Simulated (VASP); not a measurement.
Set up this calculation in VASP 6.6.1, as the native input.

* Task: single point
* Functional: PBE
* Potentials or basis: VASP PAW PBE potentials, release 64 (Ca_sv, Pt_sv_GW, C, N)
* Cutoff: 700 eV
* k mesh: 4 × 4 × 4
* Occupations: gaussian, width 0.1 eV
* Spin: collinear spin
* Starting moments: [0.0, 1.0, 0.0, 0.0, 0.0, 0.0, 0.0, 0.0, 0.0, 0.0] μB
* Dipole correction: no
* Further INCAR settings: ALGO = Normal; EDIFF = 1e-06; NBANDS = 47

The structure of CaPtC4N4 lies in POSCAR:

```
CaPtC4N4
1.0
    6.1008602900      0.0000000000      0.0000000000
    0.0000000000      6.1008602900      0.0000000000
    0.0000000000      0.0000000000      6.1008602900
Ca Pt C N
1 1 4 4
Direct
    0.0000000000      0.0000000000      0.0000000000
    0.5000000000      0.5000000000      0.5000000000
    0.1992997100      0.1992997100      0.1992997100
    0.1992997100      0.8007002900      0.8007002900
    0.8007002900      0.1992997100      0.8007002900
    0.8007002900      0.8007002900      0.1992997100
    0.3100217700      0.3100217700      0.3100217700
    0.3100217700      0.6899782300      0.6899782300
    0.6899782300      0.3100217700      0.6899782300
    0.6899782300      0.6899782300      0.3100217700
```

These files were run (other wordings do the same):

INCAR

```
SYSTEM = CaPtC4N4
PREC = Accurate ; ENCUT = 700
EDIFF = 1E-6 ; ISMEAR = 0
SIGMA = 0.1 ; LREAL = .False.
LASPH = .True. ; NELM = 200
ALGO = Normal ; ISIF = 2
LWAVE = .False. ; LCHARG = .True.
ISPIN = 2 ; MAGMOM = 0 1 0 0 0 0 0 0 0 0
LORBIT = 11 ; LMAXMIX = 4
GGA = PE ; LELF = .True.
LVHAR = .True. ; NBANDS = 47
GGA_COMPAT = .False.
```

KPOINTS

```
Automatic mesh
0
Gamma
  4 4 4
  0 0 0
```

Potentials or basis: VASP PAW PBE potentials, release 64 (Ca_sv, Pt_sv_GW, C, N).

The run is started by

```console
$ cat potpaw_PBE.64/Ca_sv/POTCAR potpaw_PBE.64/Pt_sv_GW/POTCAR potpaw_PBE.64/C/POTCAR potpaw_PBE.64/N/POTCAR > POTCAR
$ mpirun -np 1 vasp_std > vasp.out
```

Results of the run:

| Quantity | Value |
| --- | --- |
| Pressure | 10.5 GPa |
| Largest force | 3.249 eV/Å |
| Band gap on the k mesh | zero (filled and empty bands overlap) |
| Net moment | 2.00 μB per cell |
| Site moments | Ca +0.01; Pt +1.15; C +0.05; N +0.06 μB |
| Valence electrons inside the program's atomic spheres | Ca 8.54; Pt 17.37; C 2.62; N 3.87 |

Caveat: the cell stands under pressure; spin-orbit coupling is left out, which moves the levels of the heavy elements; forces of over 1 eV/Å act on the atoms, so gaps and moduli don't describe the material at rest.

Wall time 9 min on 1 thread of Intel(R) Xeon(R) Platinum 8259CL CPU @ 2.50GHz (Skylake/Cascade Lake), on a shared host, peak memory 0.68 GiB.
